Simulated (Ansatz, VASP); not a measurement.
Au: VASP beside Ansatz

```
CELL_PARAMETERS angstrom
0.00000 2.00750 2.00750
2.00750 0.00000 2.00750
2.00750 2.00750 0.00000
ATOMIC_POSITIONS crystal
Au 0.00000 0.00000 0.00000
```

Alike in both runs: task single point; functional r2SCANh; k mesh 6 × 6 × 6; occupations fermi-dirac, width 0.05 eV; no spin polarisation.

```csv
,VASP,Ansatz
version,VASP 6.6.1,Ansatz 0.2.0
potentials or method,"VASP PAW PBE potentials, release 64 (Au)",Ansatz PAW
plane-wave cutoff (eV),440,500
valence electrons in the cell,11,19
```

Ansatz gave:

| Quantity | Value |
| --- | --- |
| gap on the k mesh at the Fermi level (eV) | none |
| pressure (GPa) | 16.6 |

Question: Estimate VASP's values.

Answer: gap on the k mesh at the Fermi level (eV): none; pressure (GPa): 17.1.

VASP's potentials were made for PBE, not for r2SCANh. A gap of «none» marks a metal or a gap that the smearing closes. VASP's potentials hold 11 valence electrons a cell and Ansatz's 19, so a difference there can come from the potentials and not from the codes.

The k mesh is coarse, so the values compare programs but aren't converged. Neither program's run includes spin-orbit coupling.
